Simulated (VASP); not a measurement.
Runs of VASP 6.6.1 on Pb. The structure is that of space group P6_3/mmc (No. 194), or close to it. The cells are those of the table. This isn't the form of Pb at room conditions, which is fcc.

| cell | gap on the mesh (eV) | pressure (GPa) |
| --- | --- | --- |
| a = 3.480, b = 3.480, c = 5.590 Å, angles 90.0, 90.0, 120.0°, 2 atoms | none | 2.6 |
| a = 3.306, b = 3.306, c = 5.590 Å, angles 90.0, 90.0, 120.0°, 2 atoms | none | 10.2 |
| a = 3.654, b = 3.654, c = 5.590 Å, angles 90.0, 90.0, 120.0°, 2 atoms | none | (b) |
| a = 3.393, b = 3.393, c = 5.590 Å, angles 90.0, 90.0, 120.0°, 2 atoms | none | (a) |
| a = 3.567, b = 3.567, c = 5.590 Å, angles 90.0, 90.0, 120.0°, 2 atoms | none | 0.3 |

Alike in all rows: task single point; level r2SCAN; potentials or basis VASP PAW PBE potentials, release 64 (Pb_d); no spin polarisation; k mesh 11 × 11 × 6; cutoff (eV) 520; smearing methfessel-paxton 0.1 eV.

Question: Estimate the missing entries.

Answer: (a) 5.8; (b) -1.6.

Caveats: the PAW data sets were made with another functional, which shifts forces and pressure a little; spin-orbit coupling is left out, which moves the levels of the heavy elements; the cell stands under pressure (at least some runs).

A k mesh can miss the band edges, and the runs leave out spin-orbit coupling on Pb.

A gap of «none» marks levels without a gap at the run's occupations.
